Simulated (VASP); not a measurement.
Runs of VASP 6.6.1 on AlN (rock salt). The structure is that of space group Fm-3m (No. 225), or close to it. The cells are those of the table. 

| cell | gap on the mesh (eV) | pressure (GPa) |
| --- | --- | --- |
| a = 2.782 Å, angles 60.0°, 2 atoms | (b) | 24.4 |
| a = 2.841 Å, angles 60.0°, 2 atoms | 5.68 | 3.5 |
| a = 2.870 Å, angles 60.0°, 2 atoms | (c) | -4.8 |
| a = 2.812 Å, angles 60.0°, 2 atoms | 5.90 | 13.1 |
| a = 2.898 Å, angles 60.0°, 2 atoms | 5.08 | (a) |

Alike in all rows: task single point; level r2SCAN; potentials or basis VASP PAW PBE potentials, release 64 (Al, N); no spin polarisation; k mesh 10 × 10 × 10; cutoff (eV) 660; smearing gaussian 0.01 eV.

Q: Estimate the missing entries.

A: (a) -12.0; (b) 5.83; (c) 5.37.

Caveats: the PAW data sets were made with another functional, which shifts forces and pressure a little.

A k mesh can miss the band edges.
